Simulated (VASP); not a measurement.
Input of a VASP 6.6.1 run:

File INCAR:

```
SYSTEM = SiO2
PREC = Accurate
ENCUT = 520
EDIFF = 1E-6
ISMEAR = -1
SIGMA = 0.05
LREAL = .False.
LASPH = .True.
NELM = 60
ALGO = Normal
ISIF = 2
LWAVE = .False.
LCHARG = .False.
GGA = PE
NBANDS = 34
```

The input KPOINTS:

```
regular mesh
0
Gamma
  6 6 5
  0 0 0
```

POSCAR

```
SiO2
1.0
    5.1276896694      0.0000000000      0.0000000000
   -2.5638448347      4.4407095164      0.0000000000
    0.0000000000      0.0000000000      5.6134111054
Si O
3 6
Direct
    0.5000000000      0.0000000000      0.0000000000
    0.5000000000      0.5000000000      0.3333333333
    0.0000000000      0.5000000000      0.6666666667
    0.4172565700      0.2086282850      0.1666666667
    0.7913717150      0.2086282850      0.8333333333
    0.2086282850      0.4172565700      0.5000000000
    0.5827434300      0.7913717150      0.1666666667
    0.2086282850      0.7913717150      0.8333333333
    0.7913717150      0.5827434300      0.5000000000
```

Potentials or basis: VASP PAW PBE potentials, release 64 (Si, O).

Launch:

```console
$ cat potpaw_PBE.64/Si/POTCAR potpaw_PBE.64/O/POTCAR > POTCAR
$ mpirun -np 1 vasp_std > vasp.out
```

(1) What does it give for the largest force?

(2) Estimate the pressure.

(3) Predict the band gap on the k mesh.

## Answers

(1) 0.055 eV/Å.

(2) -2.0 GPa.

(3) 5.46 eV (least direct gap 5.65 eV).

Caveat: an odd mesh through Γ misses points on the zone boundary, where band edges can lie.
